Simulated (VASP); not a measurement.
Wanted: the native input for a VASP 6.6.1 run.

```
Task                   : relaxation of the atoms
Functional             : r2SCAN
Potentials or basis    : VASP PAW PBE potentials, release 64 (N)
Cutoff                 : 520 eV
k mesh                 : 1 × 1 × 1
Occupations            : methfessel-paxton, width 0.02 eV
Spin                   : no spin polarisation
Dipole correction      : no
Further INCAR settings : ALGO = Normal; EDIFF = 1e-07; IBRION = 2; EDIFFG = -0.02; NSW = 80
```

The system is N2, in a box.

```
CELL_PARAMETERS angstrom
9.00000 0.00000 0.00000
0.00000 9.50000 0.00000
0.00000 0.00000 10.00000
ATOMIC_POSITIONS crystal
N 0.50000 0.50000 0.44450
N 0.50000 0.50000 0.55550
```

The input as run:

POSCAR

```
N
1.0
    9.0000000000      0.0000000000      0.0000000000
    0.0000000000      9.5000000000      0.0000000000
    0.0000000000      0.0000000000     10.0000000000
N
2
Direct
    0.5000000000      0.5000000000      0.4445000000
    0.5000000000      0.5000000000      0.5555000000
```

INCAR.step1

```
SYSTEM = N
PREC = Accurate
ENCUT = 520
ISMEAR = 1
SIGMA = 0.02
LREAL = .FALSE.
LASPH = .TRUE.
NELM = 100
GGA = PE
ALGO = Normal
EDIFF = 1E-4
LWAVE = .TRUE.
LCHARG = .FALSE.
```

INCAR.step2

```
SYSTEM = N
PREC = Accurate
ENCUT = 520
EDIFF = 1E-7
ISMEAR = 1
SIGMA = 0.02
LREAL = .FALSE.
LASPH = .TRUE.
NELM = 100
ALGO = Normal
ISIF = 2
LWAVE = .FALSE.
LCHARG = .FALSE.
METAGGA = R2SCAN
LMIXTAU = .TRUE.
IBRION = 2
NSW = 80
EDIFFG = -0.02
ISTART = 1
```

KPOINTS

```
regular mesh
0
G
  1 1 1
  0 0 0
```

Potentials or basis: VASP PAW PBE potentials, release 64 (N).

Run with:

```console
$ cat potpaw_PBE.64/N/POTCAR > POTCAR
$ cp INCAR.step1 INCAR
$ mpirun -np 1 vasp_gam > vasp.out
$ cp INCAR.step2 INCAR
$ mpirun -np 1 vasp_gam > vasp.out
```

Results of the run:

```yaml
Energy_gained_by_relaxing: 0.5 meV/atom
Ionic_steps: 3
Largest_force_after_relaxing: 0.008 eV/Å
Gap_between_the_frontier_levels: 8.91 eV
```

Caveat: the standard files for N, O and F lose accuracy on very short bonds; the PAW data sets were made with another functional, which shifts forces and pressure a little.

Run time: 4.7 min on 1 thread of Intel(R) Xeon(R) 6975P-C (Granite Rapids) (shared host), peak memory 0.94 GiB.
